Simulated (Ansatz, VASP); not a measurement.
## One calculation of HfSiO4, two programs

```
CELL_PARAMETERS angstrom
-3.31975 3.31975 3.00626
3.31975 -3.31975 3.00626
3.31975 3.31975 -3.00626
ATOMIC_POSITIONS crystal
Hf 0.00000 0.00000 0.00000
Hf 0.75000 0.25000 0.50000
Si 0.25000 0.75000 0.50000
Si 0.50000 0.50000 0.00000
O 0.13480 0.31931 0.81548
O 0.06931 0.75383 0.68452
O 0.06931 0.38480 0.31548
O 0.50383 0.31931 0.18452
O 0.68069 0.49617 0.81548
O 0.61520 0.93069 0.68452
O 0.24617 0.93069 0.31548
O 0.68069 0.86520 0.18452
```

Alike in both runs: functional PBE; k mesh 4 × 4 × 4; occupations gaussian, width 0.1 eV; no spin polarisation.

Ansatz relaxed the structure, and its values are those at the end. VASP's run is a single point on that final structure, the one shown.

```csv
,VASP,Ansatz
version,VASP 6.6.1,Ansatz 0.2.0
potentials or method,"VASP PAW PBE potentials, release 64 (Hf_pv, Si, O), cutoff 520 eV","scalar-relativistic, plane waves, PAW"
valence electrons in the cell,76,108
```

|  | VASP | Ansatz | Ansatz less VASP |
| --- | --- | --- | --- |
| gap on the k mesh at the Fermi level (eV) | 5.28 | 5.34 | +0.057 |
| least direct gap on the mesh (eV) | 5.62 | 5.68 | +0.061 |
| pressure (GPa) | -1.2 | 0.4 | +1.60 |
| rms of the force components (eV/Å) | 0.090 | 0.013 | -0.0772 |

With one functional, cell and mesh, what is left measures potentials, basis and numerics. VASP's potentials hold 76 valence electrons a cell and Ansatz's 108, so a difference there can come from the potentials and not from the codes.

Neither program's run includes spin-orbit coupling.
